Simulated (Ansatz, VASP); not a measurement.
Ba: VASP beside Ansatz

INCAR

```
SYSTEM = Ba
  PREC = Accurate
  ENCUT = 520
  EDIFF = 1E-6
  ISMEAR = -1
  SIGMA = 0.1
  LREAL = .FALSE.
  LASPH = .TRUE.
  NELM = 60
  ALGO = Normal
  ISIF = 2
  LWAVE = .FALSE.
  LCHARG = .TRUE.
  GGA = PS
  LELF = .TRUE.
  LVHAR = .TRUE.
  NBANDS = 28
```

The input KPOINTS:

```
Automatic mesh
0
G
  10 10 3
  0 0 0
```

The input POSCAR:

```
Ba
1.0
    4.4132910445      0.0000000000      0.0000000000
   -2.2066455223      3.8220221589      0.0000000000
    0.0000000000      0.0000000000     14.4025913304
Ba
4
Direct
    1.0000000000      0.0000000000      1.0000000000
    1.0000000000      0.0000000000      0.5000000000
    0.3333333333      0.6666666667      0.2500000000
    0.6666666667      0.3333333333      0.7500000000
```

Input for Ansatz:

```yaml
crystal:
  lattice:
    - [4.4132910445, 0.0, 0.0]
    - [-2.2066455223, 3.8220221589, 0.0]
    - [0.0, 0.0, 14.4025913304]
  atoms:
    - { symbol: Ba, position: [1.0, 0.0, 1.0] }
    - { symbol: Ba, position: [1.0, 0.0, 0.5] }
    - { symbol: Ba, position: [0.3333333333, 0.6666666667, 0.25] }
    - { symbol: Ba, position: [0.6666666667, 0.3333333333, 0.75] }
hamiltonian:
  xc: pbesol
  pseudopotentials:
    kind: paw
    azcp:
      Ba: "pseudopotentials/Ba.paw.azcp"
basis:
  ecutwfc: 420
  fft_grid_basis: typed
kpoints:
  mp_grid: { grid: [10, 10, 3], shift: [0, 0, 0] }
magnetization:
  spin_polarized: false
scf:
  occupations: { method: fermi_dirac, width: 0.1 }
  lower_state_search: "off"
output:
  stress: true
```

Alike in both runs: task single point; functional PBEsol; k mesh 10 × 10 × 3; occupations fermi-dirac, width 0.1 eV; no spin polarisation.

```csv
,VASP,Ansatz
version,VASP 6.6.1,Ansatz 0.2.0
potentials or method,"VASP PAW PBE potentials, release 64 (Ba_sv), cutoff 520 eV","plane waves (420 eV) with PAW, scalar-relativistic"
valence electrons in the cell,40,40
```

Ansatz gave:

| Quantity | Value |
| --- | --- |
| pressure (GPa) | -0.3 |

**Question.** Which values does VASP return?

**Answer.** Pressure (GPa): -0.2.

VASP's potentials were made for PBE, not for PBEsol, and Ansatz warns of the same on its side.

Spin-orbit coupling is off throughout.
